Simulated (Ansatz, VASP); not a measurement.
**Nb: VASP beside Ansatz**

POSCAR

```
Nb
1.0
   -1.6555580008      1.6555580008      1.6555580008
    1.6555580008     -1.6555580008      1.6555580008
    1.6555580008      1.6555580008     -1.6555580008
Nb
1
Direct
    0.0000000000      0.0000000000      0.0000000000
```

The input INCAR.step1:

```
SYSTEM = Nb
PREC = Accurate
ENCUT = 520
ISMEAR = 0
SIGMA = 0.1
LREAL = .False.
LASPH = .True.
NELM = 100
NBANDS = 12
GGA = PE
ALGO = Normal
EDIFF = 1E-4
LWAVE = .True.
LCHARG = .False.
```

Contents of INCAR.step2:

```
SYSTEM = Nb
PREC = Accurate
ENCUT = 520
EDIFF = 1E-6
ISMEAR = 0
SIGMA = 0.1
LREAL = .False.
LASPH = .True.
NELM = 100
ALGO = Normal
ISIF = 2
LWAVE = .False.
LCHARG = .False.
METAGGA = R2SCAN
LMIXTAU = .True.
NBANDS = 12
ISTART = 1
```

File KPOINTS:

```
Automatic mesh
0
Gamma
  18 18 18
  0 0 0
```

Input for Ansatz:

```yaml
crystal:
  lattice:
    - [-1.6555580008, 1.6555580008, 1.6555580008]
    - [1.6555580008, -1.6555580008, 1.6555580008]
    - [1.6555580008, 1.6555580008, -1.6555580008]
  atoms:
    - { symbol: Nb, position: [0.0, 0.0, 0.0] }
basis:
  ecutwfc: 500
kpoints:
  mp_grid: { grid: [18, 18, 18] }
  band_path:
    path:
      - [[0.0, 0.0, 0.0], [0.5, -0.5, 0.5], [0.0, 0.0, 0.5], [0.0, 0.0, 0.0], [0.25, 0.25, 0.25], [0.5, -0.5, 0.5]]
      - [[0.25, 0.25, 0.25], [0.0, 0.0, 0.5]]
    npoints: 14
hamiltonian:
  xc: r2scan
scf:
  occupations: { method: gaussian, width: 0.1 }
  n_extra_bands: 6
output:
  forces: true
  stress: true
  eigenvalues: true
  populations: true
  dos: { projected: true, de: 0.02, nscf_kmesh: { grid: [27, 27, 27] } }
  bader: true
```

Alike in both runs: task single point; functional r2SCAN; k mesh 18 × 18 × 18; occupations gaussian, width 0.1 eV; no spin polarisation.

|  | VASP | Ansatz |
| --- | --- | --- |
| version | VASP 6.6.1 | Ansatz 0.2.0 |
| potentials or method | VASP PAW PBE potentials, release 64 (Nb_sv), cutoff 520 eV | scalar-relativistic, plane waves, PAW |
| valence electrons in the cell | 13 | 13 |

|  | VASP | Ansatz | Ansatz less VASP |
| --- | --- | --- | --- |
| gap on the k mesh at the Fermi level (eV) | none | none | - |
| pressure (GPa) | -1.2 | -1.0 | +0.17 |

VASP's potentials were made for PBE, not for r2SCAN. A gap of «none» marks a metal or a gap that the smearing closes.
